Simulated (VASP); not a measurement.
Wanted: the native input for a VASP 6.6.1 run.

* Task: single point
* Functional: PBE
* Potentials or basis: VASP PAW PBE potentials, release 64 (V_sv)
* Cutoff: 520 eV
* k mesh: 12 × 12 × 6
* Occupations: fermi-dirac, width 0.05 eV
* Spin: collinear spin, ferromagnetic start
* Starting moments: [2.0, 2.0] μB
* Dipole correction: no
* Further INCAR settings: ALGO = Normal; EDIFF = 1e-06; NBANDS = 24

The structure of V lies in POSCAR:

```
V
1.0
    2.6385650605      0.0000000000      0.0000000000
   -1.3192825302      2.2850643718      0.0000000000
    0.0000000000      0.0000000000      4.7854922858
V
2
Direct
    0.3333333333      0.6666666667      0.2500000000
    0.6666666667      0.3333333333      0.7500000000
```

This cell differs from its parent crystal: volume scaled by 1.04.

The input as run:

INCAR

```
SYSTEM = V
  PREC = Accurate
  ENCUT = 520
  EDIFF = 1E-6
  ISMEAR = -1
  SIGMA = 0.05
  LREAL = .FALSE.
  LASPH = .TRUE.
  NELM = 150
  ALGO = Normal
  ISIF = 2
  LWAVE = .FALSE.
  LCHARG = .FALSE.
  ISPIN = 2
  MAGMOM = 2 2
  LORBIT = 11
  LMAXMIX = 4
  GGA = PE
  NBANDS = 24
```

KPOINTS

```
Automatic mesh
0
G
  12 12 6
  0 0 0
```

Potentials or basis: VASP PAW PBE potentials, release 64 (V_sv).

Command:

```sh
$ cat potpaw_PBE.64/V_sv/POTCAR > POTCAR
$ mpirun -np 1 vasp_std > vasp.out
```

It gave:

The pressure is -6.5 GPa and the band gap on the k mesh is zero (filled and empty bands overlap). The net moment is 0.00 μB per cell. The valence electrons inside the program's atomic spheres are V 11.57.

Wall time 59 s on 1 thread of Intel(R) Xeon(R) 6975P-C (Granite Rapids) (shared host), peak memory 0.19 GiB.
